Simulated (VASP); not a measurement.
Input of a VASP 6.6.1 run:

Contents of INCAR:

```
  PREC = Accurate
  ENCUT = 520
  EDIFF = 1E-8
  ISMEAR = -1
  SIGMA = 0.05
  LREAL = False
  LASPH = True
  NELM = 80
  ALGO = Normal
  ISIF = 2
  LWAVE = False
  LCHARG = False
  GGA = CA
  LEFG = True
  NBANDS = 14
```

The input KPOINTS:

```
Automatic mesh
0
Gamma
  18 18 18
```

Contents of POSCAR:

```
HfN
1.0
    0.0000000000      2.2590000000      2.2590000000
    2.2590000000      0.0000000000      2.2590000000
    2.2590000000      2.2590000000      0.0000000000
Hf N
1 1
Direct
    0.0000000000      0.0000000000      0.0000000000
    0.5000000000      0.5000000000      0.5000000000
```

Potentials or basis: VASP PAW LDA potentials, release 64 (Hf_pv, N).

Launch:

```bash
$ cat potpaw_LDA.64/Hf_pv/POTCAR potpaw_LDA.64/N/POTCAR > POTCAR
$ mpirun -np 1 vasp_std > vasp.out
```

Q: What does it give for the pressure?

A: -10.6 GPa.

Caveat: without QUAD_EFG the Cq values of the log hold for a quadrupole moment of 1 mb, not for the nuclei.
